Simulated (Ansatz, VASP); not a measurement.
One calculation of ZnSe4, two programs

```xyz
10
Lattice="4.0457 0.0000 -0.1009 0.0000 3.9441 0.0000 -1.0486 0.0000 18.3001" Properties=species:S:1:pos:R:3 pbc="T T T"
Zn    3.0350    0.9860   -0.0552
Zn   -0.0379    2.9581   18.2544
Se    0.8977    0.9860    9.4829
Se    2.0994    2.9581    8.7163
Se    0.2997    2.9581   12.3552
Se   -0.9213    0.9860   13.0778
Se    2.6974    0.9860    5.8440
Se    3.9184    2.9581    5.1214
Se    1.9474    2.9581   16.6891
Se    1.0497    0.9860    1.5101
```

Alike in both runs: task single point; functional PBE; k mesh 8 × 8 × 2; occupations gaussian, width 0.1 eV; no spin polarisation.

|  | VASP | Ansatz |
| --- | --- | --- |
| version | VASP 6.6.1 | Ansatz 0.2.0 |
| potentials or method | VASP PAW PBE potentials, release 64 (Zn, Se), cutoff 520 eV | scalar-relativistic, plane waves, PAW |
| valence electrons in the cell | 72 | 152 |

VASP gave:

* gap on the k mesh at the Fermi level (eV): none
* pressure (GPa): 0.1
* traceless stress, the component that is largest in VASP (GPa): 0.06
* rms of the force components (eV/Å): 0.012

Question: What did Ansatz give for the same quantities?

Answer: gap on the k mesh at the Fermi level (eV): none; pressure (GPa): 0.0; traceless stress, the component that is largest in VASP (GPa): 0.02; rms of the force components (eV/Å): 0.001.

Atom by atom the forces differ by 0.013 eV/Å (rms over components). A gap of «none» marks a metal or a gap that the smearing closes. VASP's potentials hold 72 valence electrons a cell and Ansatz's 152, so a difference there can come from the potentials and not from the codes.
